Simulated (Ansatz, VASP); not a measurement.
PbO in VASP and in Ansatz

Contents of INCAR:

```
SYSTEM = PbO
ALGO     = Normal         ! electronic algorithm
EDIFF    = 1E-6           ! SCF threshold, eV
ENCUT    = 520            ! plane-wave cutoff, eV
ISIF     = 2              ! what is computed and relaxed
ISMEAR   = -1             ! smearing method
LASPH    = .True.         ! aspherical terms in the spheres
LCHARG   = .False.        ! write CHGCAR
LREAL    = .False.        ! projectors in reciprocal space
LWAVE    = .False.        ! write WAVECAR
NBANDS   = 28             ! bands
NELM     = 80             ! most SCF steps
PREC     = Accurate       ! precision mode
SIGMA    = 0.03           ! smearing width, eV
```

File KPOINTS:

```
k-points
0
Gamma
  7 7 6
  0 0 0
```

File POSCAR:

```
PbO
1.0
    4.0523492014      0.0000000000      0.0000000000
    0.0000000000      4.0523492014      0.0000000000
    0.0000000000      0.0000000000      5.1204955942
Pb O
2 2
Direct
    0.0000000000      0.5000000000      0.2351000000
    0.5000000000      0.0000000000      0.7649000000
    0.0000000000      0.0000000000      0.0000000000
    0.5000000000      0.5000000000      0.0000000000
```

Input for Ansatz:

```yaml
crystal:
  lattice:
    - [4.0523492014, 0.0, 0.0]
    - [0.0, 4.0523492014, 0.0]
    - [0.0, 0.0, 5.1204955942]
  atoms:
    - { symbol: Pb, position: [0.0, 0.5, 0.2351] }
    - { symbol: Pb, position: [0.5, 0.0, 0.7649] }
    - { symbol: O, position: [0.0, 0.0, 0.0] }
    - { symbol: O, position: [0.5, 0.5, 0.0] }
kpoints:
  mp_grid: { grid: [7, 7, 6] }
  band_path:
    path:
      - [0.0, 0.0, 0.0]
      - [0.0, 0.5, 0.0]
      - [0.5, 0.5, 0.0]
      - [0.0, 0.0, 0.0]
      - [0.0, 0.0, 0.5]
      - [0.0, 0.5, 0.5]
      - [0.5, 0.5, 0.5]
      - [0.0, 0.0, 0.5]
      - [0.0, 0.5, 0.0]
    npoints: 5
scf:
  occupations: { method: fermi_dirac, width: 0.03 }
hamiltonian:
  xc: lda
  pseudopotentials: { kind: all_electron, lapw: { basis_error: 0.001 } }
output:
  forces: true
  stress: true
  eigenvalues: true
```

Change from the starting cell: volume scaled by 1.06.

Alike in both runs: task single point; functional LDA; k mesh 7 × 7 × 6; occupations fermi-dirac, width 0.03 eV; no spin polarisation.

|  | VASP | Ansatz |
| --- | --- | --- |
| version | VASP 6.6.1 | Ansatz 0.2.0 |
| potentials or method | VASP PAW LDA potentials, release 64 (Pb_d, O), cutoff 520 eV | all-electron LAPW, scalar-relativistic |

|  | VASP | Ansatz | Ansatz less VASP |
| --- | --- | --- | --- |
| gap on the k mesh at the Fermi level (eV) | 1.52 | 1.53 | +0.019 |
| pressure (GPa) | -5.9 | -6.0 | -0.12 |
| traceless stress, the component that is largest in VASP (GPa) | 0.81 | 0.80 | -0.013 |
| rms of the force components (eV/Å) | 0.338 | 0.362 | +0.0235 |

LDA's correlation is that of Perdew and Zunger in VASP and of Perdew and Wang (1992) in Ansatz. Atom by atom the forces differ by 0.024 eV/Å (rms over components). Ansatz ran all-electron here, and VASP with PAW potentials.

Spin-orbit coupling is off throughout.
